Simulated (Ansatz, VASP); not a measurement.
**Two plane-wave programs on Ag**

POSCAR

```
Ag
1.0
    0.0000000000      2.0431000000      2.0431000000
    1.9818070000      0.0000000000      2.0431000000
    1.9818070000      2.0431000000      0.0000000000
Ag
1
Direct
    0.0000000000      0.0000000000      0.0000000000
```

File INCAR.step1:

```
SYSTEM = Ag
ALGO     = Normal         ! electronic algorithm
EDIFF    = 1E-4           ! SCF threshold, eV
ENCUT    = 520            ! plane-wave cutoff, eV
GGA      = PE             ! functional
ISMEAR   = 0              ! smearing method
LASPH    = .True.         ! aspherical terms in the spheres
LCHARG   = .False.        ! write CHGCAR
LREAL    = .False.        ! projectors in reciprocal space
LWAVE    = .True.         ! write WAVECAR
NBANDS   = 12             ! bands
NELM     = 100            ! most SCF steps
PREC     = Accurate       ! precision mode
SIGMA    = 0.15           ! smearing width, eV
```

File INCAR.step2:

```
SYSTEM = Ag
ALGO     = Normal         ! electronic algorithm
EDIFF    = 1E-7           ! SCF threshold, eV
ENCUT    = 520            ! plane-wave cutoff, eV
ISIF     = 2              ! what is computed and relaxed
ISMEAR   = 0              ! smearing method
ISTART   = 1            
LASPH    = .True.         ! aspherical terms in the spheres
LCHARG   = .False.        ! write CHGCAR
LMIXTAU  = .True.       
LREAL    = .False.        ! projectors in reciprocal space
LWAVE    = .False.        ! write WAVECAR
METAGGA  = R2SCAN         ! meta-GGA
NBANDS   = 12             ! bands
NELM     = 100            ! most SCF steps
PREC     = Accurate       ! precision mode
SIGMA    = 0.15           ! smearing width, eV
```

The input KPOINTS:

```
k-points
0
Gamma
  20 20 20
  0 0 0
```

Input for Ansatz:

```yaml
crystal:
  lattice:
    - [0.0, 2.0431, 2.0431]
    - [1.981807, 0.0, 2.0431]
    - [1.981807, 2.0431, 0.0]
  atoms:
    - { symbol: Ag, position: [0.0, 0.0, 0.0] }
basis:
  ecutwfc: 500
kpoints:
  mp_grid: { grid: [20, 20, 20] }
hamiltonian:
  xc: r2scan
scf:
  occupations: { method: gaussian, width: 0.15 }
output:
  forces: true
  stress: true
  eigenvalues: true
```

Change from the starting cell: strain -0.0300 x Voigt [1, 0, 0, 0, 0, 0], atoms carried along.

Alike in both runs: task single point; functional r2SCAN; k mesh 20 × 20 × 20; occupations gaussian, width 0.15 eV; no spin polarisation.

```csv
,VASP,Ansatz
version,VASP 6.6.1,Ansatz 0.2.0
potentials or method,"VASP PAW PBE potentials, release 64 (Ag), cutoff 520 eV","scalar-relativistic, plane waves, PAW"
valence electrons in the cell,11,19
```

VASP gave:

* gap on the k mesh at the Fermi level (eV): none
* pressure (GPa): 5.4
* traceless stress, the component that is largest in VASP (GPa): 0.79

Question: Which values does Ansatz return?

Answer: gap on the k mesh at the Fermi level (eV): none; pressure (GPa): 5.2; traceless stress, the component that is largest in VASP (GPa): 0.78.

VASP's potentials were made for PBE, not for r2SCAN. A gap of «none» marks a metal or a gap that the smearing closes. VASP's potentials hold 11 valence electrons a cell and Ansatz's 19, so a difference there can come from the potentials and not from the codes.
